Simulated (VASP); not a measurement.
Runs of VASP 6.6.1 on PtSe2 (Sudovikovite). The structure is that of space group P-3m1 (No. 164), or close to it. The cells are those of the table. 

```tsv
cell	gap on the mesh (eV)	pressure (GPa)	largest force (eV/Å)
a = 3.724, b = 3.724, c = 5.062 Å, angles 90.0, 90.0, 120.0°, 3 atoms	none	3.5	0.62
a = 3.569, b = 3.569, c = 4.851 Å, angles 90.0, 90.0, 120.0°, 3 atoms	none	(a)	2.65
a = 3.821, b = 3.821, c = 5.194 Å, angles 90.0, 90.0, 120.0°, 3 atoms	none	-5.4	0.25
a = 3.674, b = 3.674, c = 4.994 Å, angles 90.0, 90.0, 120.0°, 3 atoms	none	9.8	1.18
a = 3.867, b = 3.867, c = 5.257 Å, angles 90.0, 90.0, 120.0°, 3 atoms	none	-8.5	(b)
```

Alike in all rows: task single point; level PBE+D3(BJ); potentials or basis VASP PAW PBE potentials, release 64 (Pt, Se); no spin polarisation; k mesh 9 × 9 × 6; cutoff (eV) 520; smearing fermi-dirac 0.15 eV.

Question: Estimate the missing entries.

Answer: (a) 27.5; (b) 0.58.

Caveats: three body term missing; spin-orbit coupling is left out, which moves the levels of the heavy elements; pairwise dispersion overbinds metals, which lowers pressure and volume; forces of over 1 eV/Å act on the atoms, so gaps and moduli don't describe the material at rest (some runs).

A k mesh can miss the band edges, and the runs leave out spin-orbit coupling on Pt, Se.

A gap of «none» marks levels without a gap at the run's occupations.
